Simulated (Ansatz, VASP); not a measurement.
Al5N in VASP and in Ansatz

```
CELL_PARAMETERS angstrom
5.22746 0.00000 0.00000
-2.61373 4.52711 0.00000
0.00000 0.00000 4.61762
ATOMIC_POSITIONS crystal
Al 0.00000 0.50000 0.50000
Al 0.33333 0.66667 0.00000
Al 0.66667 0.33333 0.00000
Al 0.50000 0.00000 0.50000
Al 0.50000 0.50000 0.50000
N 0.00000 0.00000 0.00000
```

Change from the starting cell: species swapped into the DyRh5 type (P6/mmm, No. 191).

Alike in both runs: functional PBE; k mesh 6 × 6 × 4; occupations gaussian, width 0.1 eV; collinear spin.

Ansatz relaxed the structure, and its values are those at the end. VASP's run is a single point on that final structure, the one shown.

|  | VASP | Ansatz |
| --- | --- | --- |
| version | VASP 6.6.1 | Ansatz 0.2.0 |
| potentials or method | VASP PAW PBE potentials, release 64 (Al, N), cutoff 520 eV | scalar-relativistic, plane waves, PAW |
| valence electrons in the cell | 20 | 20 |

Ansatz gave:

| Item | Value |
| --- | --- |
| gap on the k mesh at the Fermi level (eV) | none |
| pressure (GPa) | 0.0 |
| net moment per atom (μB) | 0.28 |
| size of the moment on the site where the two differ most (μB) | 1.58 |

Q: Which values does VASP return?

A: gap on the k mesh at the Fermi level (eV): none; pressure (GPa): 0.0; net moment per atom (μB): 0.28; size of the moment on the site where the two differ most (μB): 1.14.

Site moments also hang on the region over which each program counts them. A gap of «none» marks a metal or a gap that the smearing closes.
